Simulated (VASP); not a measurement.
# Zn (Fm-3m) in VASP: a series of runs

Aim: see how the results for Zn move with the level of theory and the settings. Levels: r2SCAN, r2SCANh+D4, PBEsol-based global hybrid with 25 % exact exchange. Tasks: single point.

All numbers are computed with VASP 6.6.1; they aren't measurements. Logs are shortened: lines on timing, memory, paths and dates and some standing lists are left out, and cuts for length are marked.

## (1) The cell of the first run

Symmetry: Fm-3m, No. 225, cubic system. Conventional cell: a = 3.903 Å, b = 3.903 Å, c = 3.903 Å, α = 90.00°, β = 90.00°, γ = 90.00°. Within 3.6 Å of Zn (site symmetry m-3m) lie 12 Zn at 2.76 Å.

This isn't the form of Zn at room conditions, which is hcp.

## (2) Single point, r2SCAN

POSCAR

```
Zn
1.0
    0.0000000000      1.9515891866      1.9515891866
    1.9515891866      0.0000000000      1.9515891866
    1.9515891866      1.9515891866      0.0000000000
Zn
1
Direct
    0.0000000000      0.0000000000      0.0000000000
```

INCAR.step1

```
SYSTEM = Zn
PREC = Accurate ; ENCUT = 520
ISMEAR = -1 ; SIGMA = 0.05
LREAL = .False. ; LASPH = .True.
NELM = 100 ; NBANDS = 12
GGA = PE ; ALGO = Normal
EDIFF = 1E-4 ; LWAVE = .True.
LCHARG = .False.
```

INCAR.step2

```
SYSTEM = Zn
PREC = Accurate ; ENCUT = 520
EDIFF = 1E-6 ; ISMEAR = -1
SIGMA = 0.05 ; LREAL = .False.
LASPH = .True. ; NELM = 100
ALGO = Normal ; ISIF = 2
LWAVE = .False. ; LCHARG = .False.
METAGGA = R2SCAN ; LMIXTAU = .True.
NBANDS = 12 ; ISTART = 1
```

KPOINTS

```
Automatic mesh
0
Gamma
  12 12 12
  0 0 0
```

Potentials or basis: VASP PAW PBE potentials, release 64 (Zn).

Launch:

```console
$ cat potpaw_PBE.64/Zn/POTCAR > POTCAR
$ cp INCAR.step1 INCAR
$ mpirun -np 1 vasp_std > vasp.out
$ cp INCAR.step2 INCAR
$ mpirun -np 1 vasp_std > vasp.out
```

OUTCAR:

```text
SYSTEM = Zn
   PREC = Accurate
   ENCUT = 520
   EDIFF = 1E-6
   ISMEAR = -1
   LREAL = .False.
   LASPH = .True.
   NELM = 100
   ISIF = 2
   METAGGA = R2SCAN
   ISTART = 1

 ion  position               nearest neighbor table
   1  0.000  0.000  0.000-

  LATTYP: Found a face centered cubic cell.
 ALAT       =     3.9031783732

  Lattice vectors:

 A1 = (   0.0000000000,   1.9515891866,   1.9515891866)
 A2 = (   1.9515891866,   0.0000000000,   1.9515891866)
 A3 = (   1.9515891866,   1.9515891866,   0.0000000000)

Analysis of symmetry for initial positions (statically):
=====================================================================
 Subroutine PRICEL returns:
 Original cell was already a primitive cell.

 Routine SETGRP: Setting up the symmetry group for a
 face centered cubic supercell.

 Subroutine GETGRP returns: Found 48 space group operations
 (whereof 48 operations were pure point group operations)
 out of a pool of 48 trial point group operations.

The static configuration has the point symmetry O_h .

Analysis of symmetry for dynamics (positions and initial velocities):
=====================================================================
 Subroutine PRICEL returns:
 Original cell was already a primitive cell.

 Routine SETGRP: Setting up the symmetry group for a
 face centered cubic supercell.

 Subroutine GETGRP returns: Found 48 space group operations
 (whereof 48 operations were pure point group operations)
 out of a pool of 48 trial point group operations.

The dynamic configuration has the point symmetry O_h .

 Subroutine INISYM returns: Found 48 space group operations
 (whereof 48 operations are pure point group operations),
 and found     1 'primitive' translations

----------------------------------------------------------------------------------------

                                     Primitive cell

  volume of cell :      14.8660

  direct lattice vectors                    reciprocal lattice vectors
     0.000000000  1.951589187  1.951589187    -0.256201461  0.256201461  0.256201461
     1.951589187  0.000000000  1.951589187     0.256201461 -0.256201461  0.256201461
     1.951589187  1.951589187  0.000000000     0.256201461  0.256201461 -0.256201461

  length of vectors
     2.759963896  2.759963896  2.759963896     0.443753947  0.443753947  0.443753947

  position of ions in fractional coordinates (direct lattice)
     0.000000000  0.000000000  0.000000000

  ion indices of the primitive-cell ions
   primitive index   ion index
                 1           1

----------------------------------------------------------------------------------------

 KPOINTS: Automatic mesh

Automatic generation of k-mesh.
 Grid dimensions read from file:
 generate k-points for:   12   12   12

 Generating k-lattice:

  Cartesian coordinates                     Fractional coordinates (reciprocal lattice)
    -0.021350122  0.021350122  0.021350122     0.083333333  0.000000000  0.000000000
     0.021350122 -0.021350122  0.021350122     0.000000000  0.083333333  0.000000000
     0.021350122  0.021350122 -0.021350122     0.000000000  0.000000000  0.083333333

  Length of vectors
     0.036979496  0.036979496  0.036979496

  Shift w.r.t. Gamma in fractional coordinates (k-lattice)
     0.000000000  0.000000000  0.000000000

 Subroutine IBZKPT returns following result:
 ===========================================

 Found     72 irreducible k-points:

 Following reciprocal coordinates:
            Coordinates               Weight
  0.000000  0.000000  0.000000      1.000000
  0.083333  0.000000  0.000000      8.000000
  0.166667  0.000000  0.000000      8.000000
  0.250000  0.000000  0.000000      8.000000
  0.333333  0.000000  0.000000      8.000000
  0.416667  0.000000  0.000000      8.000000
[... 16 lines left out ...]
  0.500000  0.166667  0.000000     24.000000
 -0.416667  0.166667  0.000000     24.000000
 [... further k-points ...]
   k-points           NKPTS =     72   k-points in BZ     NKDIM =     72   number of bands    NBANDS=     12
   number of dos      NEDOS =    301   number of ions     NIONS =      1
   total plane-waves  NPLWV =  13824
   dimension x,y,z NGX =    24 NGY =   24 NGZ =   24
   dimension x,y,z NGXF=    48 NGYF=   48 NGZF=   48
   ions per type =               1
   NGX,Y,Z   is equivalent  to a cutoff of  14.46, 14.46, 14.46 a.u.
   NGXF,Y,Z  is equivalent  to a cutoff of  28.91, 28.91, 28.91 a.u.
 SYSTEM =  Zn
   PREC   = accura    normal or accurate (medium, high low for compatibility)
   ISTART =      1    job   : 0-new  1-cont  2-samecut
   ICHARG =      0    charge: 1-file 2-atom 10-const
   ISPIN  =      1    spin polarized calculation?
   LNONCOLLINEAR =      F non collinear calculations
   LSORBIT =      F    spin-orbit coupling
   LASPH  =      T    aspherical Exc in radial PAW
   ENCUT  =  520.0 eV  38.22 Ry    6.18 a.u.   5.13  5.13  5.13*2*pi/ulx,y,z
   NELM   =    100;   NELMIN=  2; NELMDL=  0     # of ELM steps
   EDIFF  = 0.1E-05   stopping-criterion for ELM
   LREAL  =      F    real-space projection
   EDIFFG = 0.1E-04   stopping-criterion for IOM
   NSW    =      0    number of steps for IOM
   IBRION =     -1    ionic relax: 0-MD 1-quasi-New 2-CG
   NFREE  =      0    steps in history (QN), initial steepest desc. (CG)
   ISIF   =      2    stress and relaxation
   ISYM   =      2    0-nonsym 1-usesym 2-fastsym
   POTIM  = 0.5000    time-step for ionic-motion
   TEBEG  =    0.0;   TEEND  =   0.0 temperature during run
   PSTRESS=    0.0 pullay stress
   NELECT =      12.0000    total number of electrons
   NUPDOWN=      -1.0000    fix difference up-down
   EMIN   =  10.00;   EMAX   =-10.00  energy-range for DOS
   EFERMI =   0.00;   METHOD = LEGACY
   ISMEAR =    -1;   SIGMA  =   0.05  broadening in eV -4-tet -1-fermi 0-gaus
   EFERMI_NEDOS =   21; number of points for ismear=-14 and -15
   IALGO  =     38    algorithm
   IMIX   =      4    mixing-type and parameters
     AMIX     =   0.40;   BMIX     =  1.00
     AMIX_MAG =   1.60;   BMIX_MAG =  1.00
  volume/ion in A,a.u.               =      14.87       100.32
  Fermi-wavevector in a.u.,A,eV,Ry     =   1.524299  2.880508 31.612968  2.323488
  Thomas-Fermi vector in A             =   2.632625
   LORBIT       =      0    0 simple, 1 ext, 2 COOP (PROOUT), +10 PAW based schemes
   METAGGA = R2SCAN    functional components
   LHFCALC =     F    Hartree Fock is set to
   AEXX    =    0.0000 exact exchange contribution
   IVDW    =     0    specifies the selected vdW correction
   LEPSILON=     F    determine dielectric tensor
   LRPA    =     F    only Hartree local field effects (RPA)
 non-spin polarized calculation
  energy-cutoff  :      520.00
  volume of cell :       14.87
 maximum number of plane-waves:       415
 NGX is ok and might be reduce to    24
   NGX = 11   NGY = 11   NGZ = 11

 number of electron      12.0000009 magnetization

 Free energy of the ion-electron system (eV)
  ---------------------------------------------------
  ext. energy  EPLUGINS =         0.00000000
  ---------------------------------------------------
  free energy    TOTEN  =        -8.85615922 eV

  energy without entropy =       -8.85340381  energy(sigma->0) =       -8.85478151

 E-fermi :   3.0495     XC(G=0): -12.8023

 val. band max:        3.0161353068   @ k =  -0.3333   0.3333   0.1667
 cond. band min:       3.1446840090   @ k =  -0.4167   0.0833   0.0000
 fundamental gap:      0.1285487023
 Fermi energy:         3.0495429538

 k-point     1 :       0.0000    0.0000    0.0000
  band No.  band energies     occupation
      1      -7.9048      2.00000
      2      -4.8994      2.00000
      3      -4.8993      2.00000
      4      -4.8993      2.00000
      5      -4.4989      2.00000
      6      -4.4989      2.00000
      7      22.7518      0.00000
      8      22.7518      0.00000
      9      22.7518      0.00000
     10      22.9590      0.00000
     11      25.1975      0.00000
     12      25.1976      0.00000

 k-point     2 :       0.0833    0.0000    0.0000
  band No.  band energies     occupation
      1      -7.6825      2.00000
      2      -4.9177      2.00000
      3      -4.8749      2.00000
      4      -4.8748      2.00000
      5      -4.5056      2.00000
      6      -4.5056      2.00000
      7      19.2635      0.00000
      8      22.0198      0.00000
      9      22.0198      0.00000
     10      22.8164      0.00000
     11      26.3125      0.00000
     12      26.3125      0.00000

 k-point     3 :       0.1667    0.0000    0.0000
  band No.  band energies     occupation
      1      -7.0424      2.00000
      2      -4.9385      2.00000
      3      -4.8263      2.00000
      4      -4.8262      2.00000
      5      -4.5044      2.00000
      6      -4.5043      2.00000
      7      14.9427      0.00000
      8      21.0017      0.00000
      9      21.0017      0.00000
     10      22.5926      0.00000
     11      28.2275      0.00000
     12      28.2277      0.00000
[... 286 lines left out ...]
 k-point    23 :       0.5000    0.1667    0.0000
  band No.  band energies     occupation
      1      -5.4732      2.00000
      2      -4.9962      2.00000
      3      -4.7377      2.00000
      4      -4.6059      2.00000
      5      -4.1906      2.00000
      6      -0.1206      2.00000
      7       3.6566      0.00001
      8      14.0836      0.00000
      9      16.2445      0.00000
     10      18.8063      0.00000
     11      27.6916      0.00000
     12      28.6504      0.00000

 k-point    24 :      -0.4167    0.1667    0.0000
  band No.  band energies     occupation
      1      -5.4572      2.00000
      2      -4.9984      2.00000
      3      -4.7553      2.00000
      4      -4.5472      2.00000
      5      -4.2466      2.00000
      6       0.6330      2.00000
      7       2.7709      1.99243
      8      13.1319      0.00000
      9      17.1048      0.00000
     10      19.4129      0.00000
     11      26.8039      0.00000
     12      28.0191      0.00000

 [... further k-points ...]
[... 5 lines left out ...]
  --------------------------------------------------------------------------------------
  -------------------------------------------------------------------------------------
  Total       -0.2762176     -0.2762176     -0.2762176      0.0000000     -0.0000000     -0.0000000
  in kB      -29.7691720    -29.7691720    -29.7691720      0.0000000     -0.0000000     -0.0000000
  external PRESSURE =     -29.7691720 kB  Pullay stress =       0.0000000 kB

 VOLUME and BASIS-vectors are now :
 -----------------------------------------------------------------------------
  energy-cutoff  :      520.00
  volume of cell :       14.87
      direct lattice vectors                 reciprocal lattice vectors
     0.000000000  1.951589187  1.951589187    -0.256201461  0.256201461  0.256201461
     1.951589187  0.000000000  1.951589187     0.256201461 -0.256201461  0.256201461
     1.951589187  1.951589187  0.000000000     0.256201461  0.256201461 -0.256201461

 POSITION                                       TOTAL-FORCE (eV/Angst)
 -----------------------------------------------------------------------------------
      0.00000      0.00000      0.00000         0.000000      0.000000     -0.000000
 -----------------------------------------------------------------------------------
    total drift:                               -0.000000      0.000000     -0.000000

  FREE ENERGIE OF THE ION-ELECTRON SYSTEM (eV)
  ---------------------------------------------------
  free  energy   TOTEN  =        -8.8561592191 eV

  energy  without entropy=       -8.8534038065  energy(sigma->0) =       -8.85478151
```

Wall time 28 s (1 thread of Intel Xeon Platinum 8488C (Sapphire Rapids), shared host); peak memory 0.15 GiB.

What came out:

```yaml
Free_energy: -8.8562 eV
Pressure: -3.0 GPa
Band_gap_on_the_k_mesh: zero (bands 6 and 7 overlap by 3.64 eV)
```

Caveat: the PAW data sets were made with another functional, which shifts forces and pressure a little.

## (3) Single point, r2SCAN

This run uses another cell than the first one, of 15.47 Å³/atom.

POSCAR

```
Zn
1.0
    0.0000000000      1.9777881408      1.9777881408
    1.9777881408      0.0000000000      1.9777881408
    1.9777881408      1.9777881408      0.0000000000
Zn
1
Direct
    0.0000000000      0.0000000000      0.0000000000
```

INCAR.step1

```
SYSTEM = Zn
PREC = Accurate
ENCUT = 520
ISMEAR = -1
SIGMA = 0.05
LREAL = .FALSE.
LASPH = .TRUE.
NELM = 80
NBANDS = 12
GGA = PE
ALGO = Normal
EDIFF = 1E-4
LWAVE = .TRUE.
LCHARG = .FALSE.
```

INCAR.step2

```
SYSTEM = Zn
PREC = Accurate
ENCUT = 520
EDIFF = 1E-6
ISMEAR = -1
SIGMA = 0.05
LREAL = .FALSE.
LASPH = .TRUE.
NELM = 80
ALGO = Normal
ISIF = 2
LWAVE = .FALSE.
LCHARG = .FALSE.
METAGGA = R2SCAN
LMIXTAU = .TRUE.
NBANDS = 12
ISTART = 1
```

KPOINTS

```
Automatic mesh
0
G
  12 12 12
  0 0 0
```

Potentials or basis: VASP PAW PBE potentials, release 64 (Zn).

Launch:

```console
$ cat potpaw_PBE.64/Zn/POTCAR > POTCAR
$ cp INCAR.step1 INCAR
$ mpirun -np 1 vasp_std > vasp.out
$ cp INCAR.step2 INCAR
$ mpirun -np 1 vasp_std > vasp.out
```

OUTCAR:

```text
SYSTEM = Zn
   PREC = Accurate
   ENCUT = 520
   EDIFF = 1E-6
   ISMEAR = -1
   LREAL = .FALSE.
   LASPH = .TRUE.
   NELM = 80
   ISIF = 2
   METAGGA = R2SCAN
   ISTART = 1

 ion  position               nearest neighbor table
   1  0.000  0.000  0.000-

  LATTYP: Found a face centered cubic cell.
 ALAT       =     3.9555762816

  Lattice vectors:

 A1 = (   0.0000000000,   1.9777881408,   1.9777881408)
 A2 = (   1.9777881408,   0.0000000000,   1.9777881408)
 A3 = (   1.9777881408,   1.9777881408,   0.0000000000)

Analysis of symmetry for initial positions (statically):
=====================================================================
 Subroutine PRICEL returns:
 Original cell was already a primitive cell.

 Routine SETGRP: Setting up the symmetry group for a
 face centered cubic supercell.

 Subroutine GETGRP returns: Found 48 space group operations
 (whereof 48 operations were pure point group operations)
 out of a pool of 48 trial point group operations.

The static configuration has the point symmetry O_h .

Analysis of symmetry for dynamics (positions and initial velocities):
=====================================================================
[... 161 lines left out ...]
 Fermi energy:         2.7705248986

 k-point     1 :       0.0000    0.0000    0.0000
  band No.  band energies     occupation
      1      -7.8550      2.00000
      2      -5.0761      2.00000
      3      -5.0761      2.00000
      4      -5.0761      2.00000
      5      -4.7046      2.00000
      6      -4.7046      2.00000
      7      21.8846      0.00000
      8      21.8847      0.00000
      9      21.8847      0.00000
     10      22.3730      0.00000
     11      24.4015      0.00000
     12      24.4015      0.00000
[... 331 lines left out ...]
 k-point    24 :      -0.4167    0.1667    0.0000
  band No.  band energies     occupation
      1      -5.5828      2.00000
      2      -5.1643      2.00000
      3      -4.9412      2.00000
      4      -4.7384      2.00000
      5      -4.4694      2.00000
      6       0.4454      2.00000
      7       2.4479      1.99685
      8      12.5764      0.00000
      9      16.4381      0.00000
     10      18.7767      0.00000
     11      25.9461      0.00000
     12      27.1424      0.00000

 [... further k-points ...]
[... 5 lines left out ...]
  --------------------------------------------------------------------------------------
  -------------------------------------------------------------------------------------
  Total       -0.5287526     -0.5287526     -0.5287526      0.0000000     -0.0000000      0.0000000
  in kB      -54.7512196    -54.7512196    -54.7512196      0.0000000     -0.0000000      0.0000000
  external PRESSURE =     -54.7512196 kB  Pullay stress =       0.0000000 kB

 VOLUME and BASIS-vectors are now :
 -----------------------------------------------------------------------------
  energy-cutoff  :      520.00
  volume of cell :       15.47
      direct lattice vectors                 reciprocal lattice vectors
     0.000000000  1.977788141  1.977788141    -0.252807664  0.252807664  0.252807664
     1.977788141  0.000000000  1.977788141     0.252807664 -0.252807664  0.252807664
     1.977788141  1.977788141  0.000000000     0.252807664  0.252807664 -0.252807664

 POSITION                                       TOTAL-FORCE (eV/Angst)
 -----------------------------------------------------------------------------------
      0.00000      0.00000      0.00000         0.000000      0.000000      0.000000
 -----------------------------------------------------------------------------------
    total drift:                               -0.000000      0.000000      0.000000

  FREE ENERGIE OF THE ION-ELECTRON SYSTEM (eV)
  ---------------------------------------------------
  free  energy   TOTEN  =        -8.8392786182 eV

  energy  without entropy=       -8.8362025372  energy(sigma->0) =       -8.83774058
```

OUTCAR.step1:

```text
SYSTEM = Zn
   PREC = Accurate
   ENCUT = 520
   ISMEAR = -1
   LREAL = .FALSE.
   LASPH = .TRUE.
[... 577 lines left out ...]
 -----------------------------------------------------------------------------------
      0.00000      0.00000      0.00000         0.000000     -0.000000     -0.000000
 -----------------------------------------------------------------------------------
    total drift:                                0.000000     -0.000000     -0.000000

  FREE ENERGIE OF THE ION-ELECTRON SYSTEM (eV)
  ---------------------------------------------------
  free  energy   TOTEN  =        -1.0763063146 eV

  energy  without entropy=       -1.0727620869  energy(sigma->0) =       -1.07453420
```

Wall time 28 s (1 thread of Intel Xeon Platinum 8488C (Sapphire Rapids), shared host); peak memory 0.14 GiB.

What came out:

```
Free energy            : -8.8393 eV
Pressure               : -5.5 GPa
Band gap on the k mesh : zero (bands 6 and 7 overlap by 3.68 eV)
```

Caveat: the cell stands under tension; the PAW data sets were made with another functional, which shifts forces and pressure a little.

(Continued in part 2 of 2.)
